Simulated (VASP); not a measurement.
**Al2Cu: single point with PBEsol**

Crystal: Al2Cu.

```xyz
6
Lattice="-2.8767 2.8767 2.3414 2.8767 -2.8767 2.3414 2.8767 2.8767 -2.3414" Properties=species:S:1:pos:R:3 pbc="T T T"
Al    3.7933    0.9166    0.0000
Al    1.9600    0.9166    2.3414
Al   -0.9166    1.9600    2.3414
Al    0.9166    1.9600    0.0000
Cu    0.0000    0.0000    3.5121
Cu    0.0000    0.0000    1.1707
```

```yaml
Program: VASP 6.6.1
Task: single point
Functional: PBEsol
Potentials_or_basis: VASP PAW PBE potentials, release 64 (Al, Cu)
Cutoff: 520 eV
k_mesh: 10 × 10 × 10
Occupations: gaussian, width 0.15 eV
Spin: no spin polarisation
Dipole_correction: no
Further_INCAR_settings: ALGO = Fast; EDIFF = 1e-07; NBANDS = 26
```

```
Pressure               : 16.0 GPa
Largest force          : 0.068 eV/Å
Band gap on the k mesh : zero (bands 17 and 18 overlap by 4.64 eV)
```

Forces in eV/Å, atoms in the order of the input:
```
Al  -0.048 -0.048  0.000
Al   0.048 -0.048  0.000
Al   0.048  0.048  0.000
Al  -0.048  0.048  0.000
Cu   0.000  0.000  0.000
Cu   0.000  0.000  0.000
```

Stress tensor (GPa, compression positive):
```
16.62  0.00  0.00
 0.00 16.62  0.00
 0.00  0.00 14.78
```

Levels at points of the mesh, in eV from the Fermi level:
```tsv
k point	band 15	band 16	band 17	band 18	band 19	band 20
(0.00, 0.00, 0.00)	-1.74	-1.52	-1.52	-1.00	-0.09	0.19
(0.50, 0.00, 0.00)	-2.85	-2.85	0.29	0.29	4.34	4.34
(0.50, 0.50, 0.00)	-1.68	-1.49	-0.75	-0.72	1.01	1.56
(0.50, 0.50, 0.50)	-3.66	-2.01	2.75	2.96	2.96	3.64
```

It took 2.7 min on 1 thread of AMD EPYC 9R45 96-Core Processor (Zen 5), on a shared host, peak memory 0.29 GiB.

Caveat: the cell stands under pressure; the PAW data sets were made with another functional, which shifts forces and pressure a little.
